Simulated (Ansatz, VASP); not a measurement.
**One calculation of TiSi2, two programs**

File INCAR:

```
  PREC = Accurate
  ENCUT = 520
  EDIFF = 1E-6
  ISMEAR = -1
  SIGMA = 0.08
  LREAL = F
  LASPH = T
  NELM = 100
  ALGO = Normal
  ISIF = 2
  LWAVE = F
  LCHARG = F
  GGA = PE
  NBANDS = 29
```

KPOINTS

```
regular mesh
0
Gamma
  8 8 8
```

The input POSCAR:

```
TiSi2
1.0
    0.1256925000      4.1819225000      4.3232700000
    2.4504225000      0.0997200000      4.2972975000
    2.4482700000      4.1537975000      0.0975675000
Ti Si
2 4
Direct
    0.7500000000      0.7500000000      0.7500000000
    0.5000000000      0.5000000000      0.5000000000
    0.0830000000      0.4170000000      0.0830000000
    0.4170000000      0.0830000000      0.4170000000
    0.1670000000      0.8330000000      0.1670000000
    0.8330000000      0.1670000000      0.8330000000
```

Input for Ansatz:

```yaml
crystal:
  lattice:
    - [0.1256925, 4.1819225, 4.32327]
    - [2.4504225, 0.09972, 4.2972975]
    - [2.44827, 4.1537975, 0.0975675]
  atoms:
    - { symbol: Ti, position: [0.75, 0.75, 0.75] }
    - { symbol: Ti, position: [0.5, 0.5, 0.5] }
    - { symbol: Si, position: [0.083, 0.417, 0.083] }
    - { symbol: Si, position: [0.417, 0.083, 0.417] }
    - { symbol: Si, position: [0.167, 0.833, 0.167] }
    - { symbol: Si, position: [0.833, 0.167, 0.833] }
kpoints:
  mp_grid: { grid: [8, 8, 8] }
  band_path:
    path:
      - [0.0, 0.0, 0.0]
      - [0.5, 0.5, 0.0]
      - [0.5, 0.0, 0.5]
      - [0.0, 0.0, 0.0]
      - [-0.5, -0.5, -0.5]
      - [0.5, 0.0, 0.0]
      - [0.0, 0.0, 0.0]
      - [0.0, -0.5, 0.0]
      - [0.0, 0.0, -0.5]
    npoints: 5
scf:
  occupations: { method: fermi_dirac, width: 0.08 }
hamiltonian:
  xc: pbe
  pseudopotentials: { kind: all_electron, lapw: { basis_error: 0.0005 } }
output:
  forces: true
  stress: true
  eigenvalues: true
```

Change from the starting cell: equal xy, yz and zx shear strains of +3 %.

Alike in both runs: task single point; functional PBE; k mesh 8 × 8 × 8; occupations fermi-dirac, width 0.08 eV; no spin polarisation.

```csv
,VASP,Ansatz
version,VASP 6.6.1,Ansatz 0.2.0
potentials or method,"VASP PAW PBE potentials, release 64 (Ti_sv, Si), cutoff 520 eV","all-electron LAPW, scalar-relativistic"
```

```csv
,VASP,Ansatz,Ansatz less VASP
pressure (GPa),2.7,2.7,+0.01
"traceless stress, the component that is largest in VASP (GPa)",-4.65,-4.65,-0.003
rms of the force components (eV/Å),0.155,0.155,-0.0002
```

Atom by atom the forces differ by 0.001 eV/Å (rms over components). Ansatz ran all-electron here, and VASP with PAW potentials.
